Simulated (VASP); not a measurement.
# Si4O7 (a cell with a defect) in VASP: a series of runs

Runs on Si4O7 (a cell with a defect). Level: PBEsol. Tasks: single point.

Everything below comes from runs of VASP 6.6.1. Logs are shortened: lines on timing, memory, paths and dates and some standing lists are left out, and cuts for length are marked.

### Step 1. The cell of the first run

The cell holds a defect, 11 atoms: a = 5.028 Å, b = 5.028 Å, c = 7.009 Å, α = 90.00°, β = 90.00°, γ = 90.00°.

### Step 2. Single point, PBEsol

The input, INCAR:

```
SYSTEM = Si4O7
  ALGO = Normal
  EDIFF = 1E-6
  ENCUT = 520
  GGA = PS
  GGA_COMPAT = .FALSE.
  ISIF = 2
  ISMEAR = 0
  LASPH = .TRUE.
  LCHARG = .FALSE.
  LREAL = .FALSE.
  LWAVE = .FALSE.
  NBANDS = 40
  NELM = 120
  PREC = Accurate
  SIGMA = 0.05
```

The input, KPOINTS:

```
k-points
0
G
  4 4 4
  0 0 0
```

The input, POSCAR:

```
Si4O7
1.0
    5.0280710683      0.0000000000      0.0000000000
    0.0000000000      5.0280710683      0.0000000000
    0.0000000000      0.0000000000      7.0088699743
Si O
4 7
Direct
    0.2980688188      0.2980688188      0.0000000000
    0.2019311812      0.7980688188      0.2500000000
    0.7019311812      0.7019311812      0.5000000000
    0.7980688188      0.2019311812      0.7500000000
    0.3980464015      0.7395636083      0.4283767439
    0.7604363917      0.8980464015      0.6783767439
    0.6019535985      0.2604363917      0.9283767439
    0.7395636083      0.3980464015      0.5716232561
    0.8980464015      0.7604363917      0.3216232561
    0.2380942915      0.3777122882      0.1858915395
    0.1019535985      0.2395636083      0.8216232561
```

Potentials or basis: VASP PAW PBE potentials, release 64 (Si, O).

Command:

```sh
cat potpaw_PBE.64/Si/POTCAR potpaw_PBE.64/O/POTCAR > POTCAR
mpirun -np 1 vasp_std > vasp.out
```

OUTCAR:

```text
SYSTEM = Si4O7
   EDIFF = 1E-6
   ENCUT = 520
   GGA = PS
   ISIF = 2
   ISMEAR = 0
   LASPH = .TRUE.
   LREAL = .FALSE.
   NELM = 120
   PREC = Accurate

 ion  position               nearest neighbor table
   1  0.298  0.298  0.000-  10 1.40  11 1.62   7 1.62   4 3.10   2 3.10   2 3.10   4 3.10
   2  0.202  0.798  0.250-   5 1.62   9 1.62  10 2.17   3 3.10   1 3.10   1 3.10   3 3.10
   3  0.702  0.702  0.500-   6 1.62   9 1.62   8 1.62   5 1.62   2 3.10   4 3.10   4 3.10   2 3.10

   4  0.798  0.202  0.750-   7 1.62   8 1.62   6 1.62  11 1.62   1 3.10   3 3.10   3 3.10   1 3.10

   5  0.398  0.740  0.428-   2 1.62   3 1.62
   6  0.760  0.898  0.678-   3 1.62   4 1.62
   7  0.602  0.260  0.928-   4 1.62   1 1.62
   8  0.740  0.398  0.572-   4 1.62   3 1.62
   9  0.898  0.760  0.322-   3 1.62   2 1.62
  10  0.238  0.378  0.186-   1 1.40   2 2.17
  11  0.102  0.240  0.822-   1 1.62   4 1.62

  LATTYP: Found a simple tetragonal cell.
 ALAT       =     5.0280710683
 C/A-ratio  =     1.3939480725

  Lattice vectors:

 A1 = (   5.0280710683,   0.0000000000,   0.0000000000)
 A2 = (   0.0000000000,   5.0280710683,   0.0000000000)
 A3 = (   0.0000000000,   0.0000000000,   7.0088699743)

Analysis of symmetry for initial positions (statically):
=====================================================================
 Subroutine PRICEL returns:
 Original cell was already a primitive cell.

 Routine SETGRP: Setting up the symmetry group for a
 simple tetragonal supercell.

 Subroutine GETGRP returns: Found  1 space group operations
 (whereof  1 operations were pure point group operations)
 out of a pool of 16 trial point group operations.

The static configuration has the point symmetry C_1 .

Analysis of symmetry for dynamics (positions and initial velocities):
=====================================================================
 Subroutine PRICEL returns:
 Original cell was already a primitive cell.

 Routine SETGRP: Setting up the symmetry group for a
 simple tetragonal supercell.

 Subroutine GETGRP returns: Found  1 space group operations
 (whereof  1 operations were pure point group operations)
 out of a pool of 16 trial point group operations.

The dynamic configuration has the point symmetry C_1 .

 Subroutine INISYM returns: Found  1 space group operations
 (whereof  1 operations are pure point group operations),
 and found     1 'primitive' translations

----------------------------------------------------------------------------------------

                                     Primitive cell

  volume of cell :     177.1947

  direct lattice vectors                    reciprocal lattice vectors
     5.028071068  0.000000000  0.000000000     0.198883426  0.000000000  0.000000000
     0.000000000  5.028071068  0.000000000     0.000000000  0.198883426  0.000000000
     0.000000000  0.000000000  7.008869974     0.000000000  0.000000000  0.142676352

  length of vectors
     5.028071068  5.028071068  7.008869974     0.198883426  0.198883426  0.142676352

  position of ions in fractional coordinates (direct lattice)
     0.298068819  0.298068819  0.000000000
     0.201931181  0.798068819  0.250000000
     0.701931181  0.701931181  0.500000000
     0.798068819  0.201931181  0.750000000
     0.398046401  0.739563608  0.428376744
     0.760436392  0.898046401  0.678376744
     0.601953599  0.260436392  0.928376744
     0.739563608  0.398046401  0.571623256
     0.898046401  0.760436392  0.321623256
     0.238094291  0.377712288  0.185891539
     0.101953599  0.239563608  0.821623256

  ion indices of the primitive-cell ions
   primitive index   ion index
                 1           1
                 2           2
                 3           3
                 4           4
                 5           5
                 6           6
                 7           7
                 8           8
                 9           9
                10          10
                11          11

----------------------------------------------------------------------------------------

 KPOINTS: k-points

Automatic generation of k-mesh.
 Grid dimensions read from file:
 generate k-points for:    4    4    4

 Generating k-lattice:

  Cartesian coordinates                     Fractional coordinates (reciprocal lattice)
     0.049720856  0.000000000  0.000000000     0.250000000  0.000000000  0.000000000
     0.000000000  0.049720856  0.000000000     0.000000000  0.250000000  0.000000000
     0.000000000  0.000000000  0.035669088     0.000000000  0.000000000  0.250000000

  Length of vectors
     0.049720856  0.049720856  0.035669088

  Shift w.r.t. Gamma in fractional coordinates (k-lattice)
     0.000000000  0.000000000  0.000000000

 Subroutine IBZKPT returns following result:
 ===========================================

 Found     36 irreducible k-points:

 Following reciprocal coordinates:
            Coordinates               Weight
  0.000000  0.000000  0.000000      1.000000
  0.250000  0.000000  0.000000      2.000000
  0.000000  0.250000  0.000000      2.000000
  0.500000  0.000000  0.000000      1.000000
  0.000000  0.500000  0.000000      1.000000
  0.250000  0.250000  0.000000      2.000000
[... 16 lines left out ...]
 -0.250000  0.500000  0.250000      2.000000
  0.500000 -0.250000  0.250000      2.000000
 [... further k-points ...]
   k-points           NKPTS =     36   k-points in BZ     NKDIM =     36   number of bands    NBANDS=     40
   number of dos      NEDOS =    301   number of ions     NIONS =     11
   total plane-waves  NPLWV =  86400
   dimension x,y,z NGX =    40 NGY =   40 NGZ =   54
   dimension x,y,z NGXF=    80 NGYF=   80 NGZF=  108
   ions per type =               4   7
   NGX,Y,Z   is equivalent  to a cutoff of  13.23, 13.23, 12.81 a.u.
   NGXF,Y,Z  is equivalent  to a cutoff of  26.45, 26.45, 25.62 a.u.
 SYSTEM =  Si4O7
   PREC   = accura    normal or accurate (medium, high low for compatibility)
   ISTART =      0    job   : 0-new  1-cont  2-samecut
   ICHARG =      2    charge: 1-file 2-atom 10-const
   ISPIN  =      1    spin polarized calculation?
   LNONCOLLINEAR =      F non collinear calculations
   LSORBIT =      F    spin-orbit coupling
   LASPH  =      T    aspherical Exc in radial PAW
   ENCUT  =  520.0 eV  38.22 Ry    6.18 a.u.   9.35  9.35 13.03*2*pi/ulx,y,z
   NELM   =    120;   NELMIN=  2; NELMDL= -5     # of ELM steps
   EDIFF  = 0.1E-05   stopping-criterion for ELM
   LREAL  =      F    real-space projection
   EDIFFG = 0.1E-04   stopping-criterion for IOM
   NSW    =      0    number of steps for IOM
[... 5 lines left out ...]
   TEBEG  =    0.0;   TEEND  =   0.0 temperature during run
   PSTRESS=    0.0 pullay stress
   NELECT =      58.0000    total number of electrons
   NUPDOWN=      -1.0000    fix difference up-down
   EMIN   =  10.00;   EMAX   =-10.00  energy-range for DOS
   EFERMI =   0.00;   METHOD = LEGACY
   ISMEAR =     0;   SIGMA  =   0.05  broadening in eV -4-tet -1-fermi 0-gaus
   EFERMI_NEDOS =   21; number of points for ismear=-14 and -15
   IALGO  =     38    algorithm
   IMIX   =      4    mixing-type and parameters
     AMIX     =   0.40;   BMIX     =  1.00
     AMIX_MAG =   1.60;   BMIX_MAG =  1.00
  volume/ion in A,a.u.               =      16.11       108.71
  Fermi-wavevector in a.u.,A,eV,Ry     =   1.128238  2.132060 17.319128  1.272920
  Thomas-Fermi vector in A             =   2.264927
   LORBIT       =      0    0 simple, 1 ext, 2 COOP (PROOUT), +10 PAW based schemes
   GGA     = PS    functional components
   LHFCALC =     F    Hartree Fock is set to
   AEXX    =    0.0000 exact exchange contribution
   IVDW    =     0    specifies the selected vdW correction
   LEPSILON=     F    determine dielectric tensor
   LRPA    =     F    only Hartree local field effects (RPA)
 non-spin polarized calculation
 Gauss-broadening in eV      SIGMA  =   0.05
  energy-cutoff  :      520.00
  volume of cell :      177.19
 maximum number of plane-waves:      4815
 NGX is ok and might be reduce to    40
   NGX = 19   NGY = 19   NGZ = 27

 number of electron      58.0000005 magnetization

 Free energy of the ion-electron system (eV)
  ---------------------------------------------------
  ext. energy  EPLUGINS =         0.00000000
  ---------------------------------------------------
  free energy    TOTEN  =       -84.64365501 eV

  energy without entropy =      -84.64365501  energy(sigma->0) =      -84.64365501

 E-fermi :   2.4017     XC(G=0):  -8.2324

 val. band max:        2.1931685480   @ k =   0.5000   0.5000   0.5000
 cond. band min:       4.4864272836   @ k =   0.0000   0.5000   0.5000
 fundamental gap:      2.2932587356
 Fermi energy:         2.4017308100

 k-point     1 :       0.0000    0.0000    0.0000
  band No.  band energies     occupation
      1     -19.8225      2.00000
      2     -18.9900      2.00000
      3     -18.3147      2.00000
      4     -18.2031      2.00000
      5     -17.7892      2.00000
      6     -17.5960      2.00000
[... 32 lines left out ...]
     39       9.7802      0.00000
     40      10.1137      0.00000

 k-point     2 :       0.2500    0.0000    0.0000
  band No.  band energies     occupation
      1     -19.7014      2.00000
      2     -18.9426      2.00000
      3     -18.5164      2.00000
      4     -18.1297      2.00000
      5     -17.7899      2.00000
      6     -17.6157      2.00000
[... 32 lines left out ...]
     39       9.9660      0.00000
     40      10.2799      0.00000

 k-point     3 :       0.0000    0.2500    0.0000
  band No.  band energies     occupation
      1     -19.7505      2.00000
      2     -19.0121      2.00000
      3     -18.2904      2.00000
      4     -18.2027      2.00000
      5     -17.8906      2.00000
      6     -17.6176      2.00000
[... 32 lines left out ...]
     39       9.9585      0.00000
     40      10.1378      0.00000

 k-point     4 :       0.5000    0.0000    0.0000
  band No.  band energies     occupation
      1     -19.5156      2.00000
      2     -19.0249      2.00000
      3     -18.5559      2.00000
      4     -18.1393      2.00000
      5     -17.7986      2.00000
      6     -17.7197      2.00000
[... 32 lines left out ...]
     39       9.7772      0.00000
     40      10.2931      0.00000
[... 772 lines left out ...]
     39       9.9240      0.00000
     40      10.1567      0.00000

 k-point    23 :      -0.2500    0.5000    0.2500
  band No.  band energies     occupation
      1     -19.5196      2.00000
      2     -18.9453      2.00000
      3     -18.6105      2.00000
      4     -18.0842      2.00000
      5     -18.0122      2.00000
      6     -17.6367      2.00000
[... 32 lines left out ...]
     39       9.8287      0.00000
     40      10.0012      0.00000

 k-point    24 :       0.5000   -0.2500    0.2500
  band No.  band energies     occupation
      1     -19.3969      2.00000
      2     -19.0197      2.00000
      3     -18.6474      2.00000
      4     -18.1290      2.00000
      5     -17.9345      2.00000
      6     -17.6618      2.00000
[... 32 lines left out ...]
     39       9.8003      0.00000
     40      10.2670      0.00000

 [... further k-points ...]

------------------------ aborting loop because EDIFF is reached ----------------------------------------

  FORCE on cell =-STRESS in cart. coord.  units (eV):
  Direction    XX          YY          ZZ          XY          YZ          ZX
  --------------------------------------------------------------------------------------
  -------------------------------------------------------------------------------------
  Total        2.7392123     -0.9111109     14.5138253     -1.1734804      5.8934422     -3.1929542
  in kB       24.7676874     -8.2381746    131.2325764    -10.6104938     53.2879227    -28.8703770
  external PRESSURE =      49.2540297 kB  Pullay stress =       0.0000000 kB

 VOLUME and BASIS-vectors are now :
 -----------------------------------------------------------------------------
  energy-cutoff  :      520.00
  volume of cell :      177.19
      direct lattice vectors                 reciprocal lattice vectors
     5.028071068  0.000000000  0.000000000     0.198883426  0.000000000  0.000000000
     0.000000000  5.028071068  0.000000000     0.000000000  0.198883426  0.000000000
     0.000000000  0.000000000  7.008869974     0.000000000  0.000000000  0.142676352

 POSITION                                       TOTAL-FORCE (eV/Angst)
 -----------------------------------------------------------------------------------
      1.49871      1.49871      0.00000         2.546474     -5.623810     -9.824510
      1.01532      4.01275      1.75222         0.648416     -0.780599     -2.079891
      3.52936      3.52936      3.50443        -0.304826     -0.013375     -0.451911
      4.01275      1.01532      5.25665        -0.286284     -0.161308     -0.767952
      2.00141      3.71858      3.00244         0.465291      0.316936      1.154389
      3.82353      4.51544      4.75465         0.125282      0.213629      0.379435
      3.02667      1.30949      6.50687        -0.453501      0.426321      0.201932
      3.71858      2.00141      4.00643         0.082641     -0.220694      0.364252
      4.51544      3.82353      2.25422        -0.615042      0.221718      0.464753
      1.19716      1.89916      1.30289        -2.749676      5.117714     10.227393
      0.51263      1.20454      5.75865         0.541225      0.503468      0.332110
 -----------------------------------------------------------------------------------
    total drift:                                0.000003      0.000692     -0.000518

  FREE ENERGIE OF THE ION-ELECTRON SYSTEM (eV)
  ---------------------------------------------------
  free  energy   TOTEN  =       -84.6436550067 eV

  energy  without entropy=      -84.6436550067  energy(sigma->0) =      -84.64365501
```

Wall time 7 min (1 thread of Oxide Virtual Turin-like, shared host); peak memory 0.35 GiB.

What came out:

- Free energy: -84.6437 eV
- Pressure: 4.9 GPa
- Largest force: 11.762 eV/Å
- Band gap on the k mesh: 2.29 eV

Forces on the atoms (eV/Å):
```
Si   2.546 -5.624 -9.825
Si   0.648 -0.781 -2.080
Si  -0.305 -0.013 -0.452
Si  -0.286 -0.161 -0.768
O    0.465  0.317  1.154
O    0.125  0.214  0.379
O   -0.454  0.426  0.202
O    0.083 -0.221  0.364
O   -0.615  0.222  0.465
O   -2.750  5.118 10.227
O    0.541  0.503  0.332
```

Caveat: the cell differs from its parent crystal (atoms taken out, atom 10 moved 0.500 of the way to it and +0.450 Å across, host rigid); the PAW data sets were made with another functional, which shifts forces and pressure a little.

(Continued in part 2 of 2.)
